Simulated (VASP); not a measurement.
# TiGe4Mo (Cmmm) in VASP: notebook

Runs on TiGe4Mo. Level: PBE. Tasks: single point.

Program: VASP 6.6.1. These are calculated values, not measurements. Logs are shortened: lines on timing, memory, paths and dates and some standing lists are left out, and cuts for length are marked.

**1. The cell of the first run**

Symmetry: Cmmm, No. 65, orthorhombic system. Conventional cell: a = 4.743 Å, b = 8.407 Å, c = 4.740 Å, α = 90.00°, β = 90.00°, γ = 90.00°. Within 3.6 Å of Ti (site symmetry mmm) lie 10 Ge at 2.73 to 2.82 Å and 4 Mo at 3.35 Å. Ge (site symmetry m2m) has 2 Mo at 2.75 Å and 3 Ti at 2.75 to 2.82 Å and 9 Ge at 2.77 to 3.35 Å within 3.6 Å. Ge (site symmetry m2m) has 9 Ge at 2.71 to 3.35 Å and 2 Ti at 2.73 Å and 3 Mo at 2.73 to 2.85 Å within 3.6 Å. Mo (site symmetry mmm) has 10 Ge at 2.73 to 2.85 Å and 4 Ti at 3.35 Å within 3.6 Å.

**2. Single point, PBE**

File INCAR:

```
  ALGO = Normal
  EDIFF = 1E-7
  ENCUT = 520
  GGA = PE
  ISIF = 2
  ISMEAR = 0
  LASPH = True
  LCHARG = True
  LELF = True
  LREAL = False
  LVHAR = True
  LWAVE = False
  NBANDS = 50
  NELM = 60
  PREC = Accurate
  SIGMA = 0.1
```

File KPOINTS:

```
k-points
0
Gamma
  4 4 4
```

File POSCAR:

```
TiGe4Mo
1.0
    2.3714652195     -4.2032826815      0.0000000000
    2.3714652195      4.2032826815      0.0000000000
    0.0000000000      0.0000000000      4.7404214489
Ti Ge Mo
1 4 1
Direct
    0.0000000000      0.0000000000      0.0000000000
    0.6650293022      0.3349706978      0.0000000000
    0.1609331869      0.8390668131      0.5000000000
    0.3349706978      0.6650293022      0.0000000000
    0.8390668131      0.1609331869      0.5000000000
    0.5000000000      0.5000000000      0.5000000000
```

Potentials or basis: VASP PAW PBE potentials, release 64 (Ti_sv, Ge_d, Mo_sv).

On the command line:

```bash
> cat potpaw_PBE.64/Ti_sv/POTCAR potpaw_PBE.64/Ge_d/POTCAR potpaw_PBE.64/Mo_sv/POTCAR > POTCAR
> mpirun -np 1 vasp_std > vasp.out
```

OUTCAR:

```text
EDIFF = 1E-7
   ENCUT = 520
   GGA = PE
   ISIF = 2
   ISMEAR = 0
   LASPH = True
   LREAL = False
   NELM = 60
   PREC = Accurate

 ion  position               nearest neighbor table
   1  0.000  0.000  0.000-   3 2.73   5 2.73   3 2.73   5 2.73   2 2.75   4 2.75   2 2.75   4 2.75
                             4 2.82   2 2.82
   2  0.665  0.335  0.000-   6 2.75   6 2.75   1 2.75   1 2.75   4 2.77   4 2.77   4 2.77   5 2.79
                             5 2.79   1 2.82
   3  0.161  0.839  0.500-   5 2.71   1 2.73   1 2.73   6 2.73   6 2.73   4 2.79   4 2.79   5 2.80
                             5 2.80   6 2.85
   4  0.335  0.665  0.000-   6 2.75   6 2.75   1 2.75   1 2.75   2 2.77   2 2.77   2 2.77   3 2.79
                             3 2.79   1 2.82
   5  0.839  0.161  0.500-   3 2.71   1 2.73   1 2.73   6 2.73   6 2.73   2 2.79   2 2.79   3 2.80
                             3 2.80   6 2.85
   6  0.500  0.500  0.500-   3 2.73   5 2.73   3 2.73   5 2.73   2 2.75   4 2.75   2 2.75   4 2.75
                             3 2.85   5 2.85

  LATTYP: Found a base centered orthorhombic cell.
 ALAT       =     4.7429304390
 B/A-ratio  =     1.7724412093
 C/A-ratio  =     0.9994710042

  Lattice vectors:

 A1 = (   2.3714652195,  -4.2032826815,   0.0000000000)
 A2 = (   2.3714652195,   4.2032826815,   0.0000000000)
 A3 = (   0.0000000000,   0.0000000000,   4.7404214489)

Analysis of symmetry for initial positions (statically):
=====================================================================
 Subroutine PRICEL returns:
 Original cell was already a primitive cell.

 Routine SETGRP: Setting up the symmetry group for a
 base centered orthorhombic supercell.

 Subroutine GETGRP returns: Found  8 space group operations
 (whereof  8 operations were pure point group operations)
 out of a pool of  8 trial point group operations.

The static configuration has the point symmetry D_2h.

Analysis of symmetry for dynamics (positions and initial velocities):
=====================================================================
 Subroutine PRICEL returns:
 Original cell was already a primitive cell.

 Routine SETGRP: Setting up the symmetry group for a
 base centered orthorhombic supercell.

 Subroutine GETGRP returns: Found  8 space group operations
 (whereof  8 operations were pure point group operations)
 out of a pool of  8 trial point group operations.

The dynamic configuration has the point symmetry D_2h.

 Subroutine INISYM returns: Found  8 space group operations
 (whereof  8 operations are pure point group operations),
 and found     1 'primitive' translations

----------------------------------------------------------------------------------------

                                     Primitive cell

  volume of cell :      94.5045

  direct lattice vectors                    reciprocal lattice vectors
     2.371465220 -4.203282682  0.000000000     0.210840115 -0.118954645  0.000000000
     2.371465220  4.203282682  0.000000000     0.210840115  0.118954645  0.000000000
     0.000000000  0.000000000  4.740421449     0.000000000  0.000000000  0.210951708

  length of vectors
     4.826119827  4.826119827  4.740421449     0.242082138  0.242082138  0.210951708

  position of ions in fractional coordinates (direct lattice)
     0.000000000  0.000000000  0.000000000
     0.665029302  0.334970698  0.000000000
     0.160933187  0.839066813  0.500000000
     0.334970698  0.665029302  0.000000000
     0.839066813  0.160933187  0.500000000
     0.500000000  0.500000000  0.500000000

  ion indices of the primitive-cell ions
   primitive index   ion index
                 1           1
                 2           2
                 3           3
                 4           4
                 5           5
                 6           6

----------------------------------------------------------------------------------------

 KPOINTS: k-points

Automatic generation of k-mesh.
 Grid dimensions read from file:
 generate k-points for:    4    4    4

 Generating k-lattice:

  Cartesian coordinates                     Fractional coordinates (reciprocal lattice)
     0.052710029 -0.029738661  0.000000000     0.250000000  0.000000000  0.000000000
     0.052710029  0.029738661  0.000000000     0.000000000  0.250000000  0.000000000
     0.000000000  0.000000000  0.052737927     0.000000000  0.000000000  0.250000000

  Length of vectors
     0.060520535  0.060520535  0.052737927

  Shift w.r.t. Gamma in fractional coordinates (k-lattice)
     0.000000000  0.000000000  0.000000000

 Subroutine IBZKPT returns following result:
 ===========================================

 Found     21 irreducible k-points:

 Following reciprocal coordinates:
            Coordinates               Weight
  0.000000  0.000000  0.000000      1.000000
  0.250000  0.000000  0.000000      4.000000
  0.500000  0.000000  0.000000      2.000000
  0.250000  0.250000  0.000000      2.000000
  0.500000  0.250000  0.000000      4.000000
 -0.250000  0.250000  0.000000      2.000000
[... 13 lines left out ...]
 -0.250000  0.250000  0.500000      2.000000
  0.500000  0.500000  0.500000      1.000000
   k-points           NKPTS =     21   k-points in BZ     NKDIM =     21   number of bands    NBANDS=     50
   number of dos      NEDOS =    301   number of ions     NIONS =      6
   total plane-waves  NPLWV =  46656
   dimension x,y,z NGX =    36 NGY =   36 NGZ =   36
   dimension x,y,z NGXF=    72 NGYF=   72 NGZF=   72
   ions per type =               1   4   1
   NGX,Y,Z   is equivalent  to a cutoff of  12.40, 12.40, 12.63 a.u.
   NGXF,Y,Z  is equivalent  to a cutoff of  24.80, 24.80, 25.25 a.u.
 SYSTEM =  unknown system
   PREC   = accura    normal or accurate (medium, high low for compatibility)
   ISTART =      0    job   : 0-new  1-cont  2-samecut
   ICHARG =      2    charge: 1-file 2-atom 10-const
   ISPIN  =      1    spin polarized calculation?
   LNONCOLLINEAR =      F non collinear calculations
   LSORBIT =      F    spin-orbit coupling
   LASPH  =      T    aspherical Exc in radial PAW
   ENCUT  =  520.0 eV  38.22 Ry    6.18 a.u.   8.97  8.97  8.81*2*pi/ulx,y,z
   NELM   =     60;   NELMIN=  2; NELMDL= -5     # of ELM steps
   EDIFF  = 0.1E-06   stopping-criterion for ELM
   LREAL  =      F    real-space projection
   EDIFFG = 0.1E-05   stopping-criterion for IOM
   NSW    =      0    number of steps for IOM
   IBRION =     -1    ionic relax: 0-MD 1-quasi-New 2-CG
   NFREE  =      0    steps in history (QN), initial steepest desc. (CG)
   ISIF   =      2    stress and relaxation
   ISYM   =      2    0-nonsym 1-usesym 2-fastsym
   POTIM  = 0.5000    time-step for ionic-motion
   TEBEG  =    0.0;   TEEND  =   0.0 temperature during run
   PSTRESS=    0.0 pullay stress
   NELECT =      82.0000    total number of electrons
   NUPDOWN=      -1.0000    fix difference up-down
   EMIN   =  10.00;   EMAX   =-10.00  energy-range for DOS
   EFERMI =   0.00;   METHOD = LEGACY
   ISMEAR =     0;   SIGMA  =   0.10  broadening in eV -4-tet -1-fermi 0-gaus
   EFERMI_NEDOS =   21; number of points for ismear=-14 and -15
   IALGO  =     38    algorithm
   IMIX   =      4    mixing-type and parameters
     AMIX     =   0.40;   BMIX     =  1.00
     AMIX_MAG =   1.60;   BMIX_MAG =  1.00
  volume/ion in A,a.u.               =      15.75       106.29
  Fermi-wavevector in a.u.,A,eV,Ry     =   1.561452  2.950717 33.172811  2.438133
  Thomas-Fermi vector in A             =   2.664515
   LORBIT       =      0    0 simple, 1 ext, 2 COOP (PROOUT), +10 PAW based schemes
   GGA     = PE    functional components
   LHFCALC =     F    Hartree Fock is set to
   AEXX    =    0.0000 exact exchange contribution
   IVDW    =     0    specifies the selected vdW correction
   LEPSILON=     F    determine dielectric tensor
   LRPA    =     F    only Hartree local field effects (RPA)
 non-spin polarized calculation
 Gauss-broadening in eV      SIGMA  =   0.10
  energy-cutoff  :      520.00
  volume of cell :       94.50
 maximum number of plane-waves:      2564
   NGX = 17   NGY = 17   NGZ = 17

 number of electron      82.0000004 magnetization

 Free energy of the ion-electron system (eV)
  ---------------------------------------------------
  ext. energy  EPLUGINS =         0.00000000
  ---------------------------------------------------
  free energy    TOTEN  =       -38.15012122 eV

  energy without entropy =      -38.13613036  energy(sigma->0) =      -38.14312579

 E-fermi :   9.1421     XC(G=0): -12.3822

 val. band max:        9.1295692475   @ k =   0.0000   0.0000   0.2500
 cond. band min:       9.1711874153   @ k =   0.5000   0.5000   0.0000
 fundamental gap:      0.0416181678
 Fermi energy:         9.1421268135

 k-point     1 :       0.0000    0.0000    0.0000
  band No.  band energies     occupation
      1     -51.7059      2.00000
      2     -47.4310      2.00000
      3     -25.8436      2.00000
      4     -25.8116      2.00000
      5     -25.7878      2.00000
      6     -23.7624      2.00000
[... 42 lines left out ...]
     49      13.0600      0.00000
     50      13.0754      0.00000

 k-point     2 :       0.2500    0.0000    0.0000
  band No.  band energies     occupation
      1     -51.7059      2.00000
      2     -47.4309      2.00000
      3     -25.8441      2.00000
      4     -25.8129      2.00000
      5     -25.7871      2.00000
      6     -23.7628      2.00000
[... 42 lines left out ...]
     49      13.6296      0.00000
     50      14.0185      0.00000

 k-point     3 :       0.5000    0.0000    0.0000
  band No.  band energies     occupation
      1     -51.7058      2.00000
      2     -47.4309      2.00000
      3     -25.8445      2.00000
      4     -25.8142      2.00000
      5     -25.7865      2.00000
      6     -23.7632      2.00000
[... 943 lines left out ...]
     49      13.7699      0.00000
     50      13.8895      0.00000

 k-point    21 :       0.5000    0.5000    0.5000
  band No.  band energies     occupation
      1     -51.7058      2.00000
      2     -47.4308      2.00000
      3     -25.8464      2.00000
      4     -25.8107      2.00000
      5     -25.7898      2.00000
      6     -23.7646      2.00000
[... 42 lines left out ...]
     49      14.8600      0.00000
     50      15.0153      0.00000

------------------------ aborting loop because EDIFF is reached ----------------------------------------

  FORCE on cell =-STRESS in cart. coord.  units (eV):
  Direction    XX          YY          ZZ          XY          YZ          ZX
  --------------------------------------------------------------------------------------
  -------------------------------------------------------------------------------------
  Total        0.1081835      0.1018235      0.0972790      0.0000000      0.0000000      0.0000000
  in kB        1.8340840      1.7262610      1.6492161      0.0000000      0.0000000      0.0000000
  external PRESSURE =       1.7365204 kB  Pullay stress =       0.0000000 kB

 VOLUME and BASIS-vectors are now :
 -----------------------------------------------------------------------------
  energy-cutoff  :      520.00
  volume of cell :       94.50
      direct lattice vectors                 reciprocal lattice vectors
     2.371465220 -4.203282682  0.000000000     0.210840115 -0.118954645  0.000000000
     2.371465220  4.203282682  0.000000000     0.210840115  0.118954645  0.000000000
     0.000000000  0.000000000  4.740421449     0.000000000  0.000000000  0.210951708

 POSITION                                       TOTAL-FORCE (eV/Angst)
 -----------------------------------------------------------------------------------
      0.00000      0.00000      0.00000         0.000000      0.000000     -0.000000
      2.37147     -1.38733      0.00000        -0.000000     -0.007262     -0.000000
      2.37147      2.85039      2.37021        -0.000000     -0.001400      0.000000
      2.37147      1.38733      0.00000        -0.000000      0.007262     -0.000000
      2.37147     -2.85039      2.37021        -0.000000      0.001400     -0.000000
      2.37147      0.00000      2.37021        -0.000000      0.000000     -0.000000
 -----------------------------------------------------------------------------------
    total drift:                                0.000000      0.000000     -0.000000

  FREE ENERGIE OF THE ION-ELECTRON SYSTEM (eV)
  ---------------------------------------------------
  free  energy   TOTEN  =       -38.1501212244 eV

  energy  without entropy=      -38.1361303591  energy(sigma->0) =      -38.14312579
```

Run time: 2.1 min. Hardware: 1 thread of Intel Xeon Platinum 8488C (Sapphire Rapids), shared host; peak memory 0.25 GiB.

Results:

```yaml
Free_energy: -38.1501 eV
Pressure: 0.2 GPa
Largest_force: 0.007 eV/Å
Band_gap_on_the_k_mesh: zero (band 41 reaches 9.79 eV, above the bottom of band 42 at 8.36 eV)
```

Forces on the atoms (eV/Å):
```
Ti   0.000  0.000  0.000
Ge   0.000 -0.007  0.000
Ge   0.000 -0.001  0.000
Ge   0.000  0.007  0.000
Ge   0.000  0.001  0.000
Mo   0.000  0.000  0.000
```

Levels at points of the mesh, in eV from the Fermi level:
```tsv
k point	band 38	band 39	band 40	band 41	band 42	band 43	band 44	band 45
(0.00, 0.00, 0.00)	-1.51	-1.40	-0.95	-0.80	1.19	2.32	2.46	2.74
(0.50, 0.00, 0.00)	-1.71	-1.52	-1.50	-0.44	-0.19	1.38	1.58	2.15
(0.50, 0.50, 0.00)	-0.82	-0.72	0.03	0.06	0.32	0.56	1.22	2.35
(0.00, 0.00, 0.50)	-1.82	-1.37	-1.05	-0.94	-0.78	1.89	2.51	3.20
(0.50, 0.00, 0.50)	-1.53	-1.04	-0.52	0.65	0.78	2.24	2.36	2.87
(0.50, 0.50, 0.50)	-1.28	-0.43	-0.06	-0.01	0.62	0.77	1.27	1.63
```

Caveat: the k points lie up to 0.38 Å⁻¹ apart.

**3. Single point, PBE**

This run uses another cell than the first one, of 18.23 Å³/atom, 1.158 times its volume.

File INCAR:

```
PREC = Accurate
ENCUT = 520
EDIFF = 1E-6
ISMEAR = 0
SIGMA = 0.1
LREAL = F
LASPH = T
NELM = 60
ALGO = Normal
ISIF = 2
LWAVE = F
LCHARG = F
GGA = PE
NBANDS = 50
```

File KPOINTS:

```
regular mesh
0
Gamma
  4 4 4
```

File POSCAR:

```
TiGe4Mo
1.0
    2.5032571900     -4.3643446500      0.0000000000
    2.5032571900      4.3643446500      0.0000000000
    0.0000000000      0.0000000000      5.0065143800
Ti Ge Mo
1 4 1
Direct
    0.0000000000      0.0000000000      0.0000000000
    0.6616742600      0.3383257400      0.0000000000
    0.1616742600      0.8383257400      0.5000000000
    0.3383257400      0.6616742600      0.0000000000
    0.8383257400      0.1616742600      0.5000000000
    0.5000000000      0.5000000000      0.5000000000
```

Potentials or basis: VASP PAW PBE potentials, release 64 (Ti_sv, Ge_d, Mo_sv).

On the command line:

```bash
> cat potpaw_PBE.64/Ti_sv/POTCAR potpaw_PBE.64/Ge_d/POTCAR potpaw_PBE.64/Mo_sv/POTCAR > POTCAR
> mpirun -np 1 vasp_std > vasp.out
```

Run time: 2.7 min. Hardware: 1 thread of Intel Xeon Platinum 8488C (Sapphire Rapids), shared host; peak memory 0.29 GiB.

The run converged. Its results:

```yaml
Free_energy: -37.4131 eV
Pressure: -13.9 GPa
Largest_force: 0.266 eV/Å
Band_gap_on_the_k_mesh: zero (band 41 reaches 7.94 eV, above the bottom of band 42 at 6.81 eV)
```

Forces on the atoms (eV/Å):
```
Ti   0.000  0.000  0.000
Ge   0.000  0.078  0.000
Ge   0.000  0.266  0.000
Ge   0.000 -0.078  0.000
Ge   0.000 -0.266  0.000
Mo   0.000  0.000  0.000
```

Stress tensor (GPa, compression positive):
```
-14.22   0.00   0.00
  0.00 -13.04   0.00
  0.00   0.00 -14.48
```

Levels at points of the mesh, in eV from the Fermi level:
```csv
k point,band 38,band 39,band 40,band 41,band 42,band 43,band 44,band 45
"(0.00, 0.00, 0.00)",-1.14,-1.12,-0.76,-0.70,0.94,1.85,1.99,2.18
"(0.50, 0.00, 0.00)",-1.40,-1.36,-1.22,-0.29,-0.10,0.98,1.39,1.71
"(0.50, 0.50, 0.00)",-0.76,-0.64,-0.01,0.01,0.31,0.50,0.97,1.72
"(0.00, 0.00, 0.50)",-1.52,-1.02,-0.95,-0.72,-0.59,1.37,1.95,2.68
"(0.50, 0.00, 0.50)",-1.21,-0.73,-0.46,0.54,0.65,1.77,1.89,2.15
"(0.50, 0.50, 0.50)",-1.13,-0.27,0.02,0.04,0.64,0.74,0.99,1.44
```

Caveat: the k points lie up to 0.36 Å⁻¹ apart.
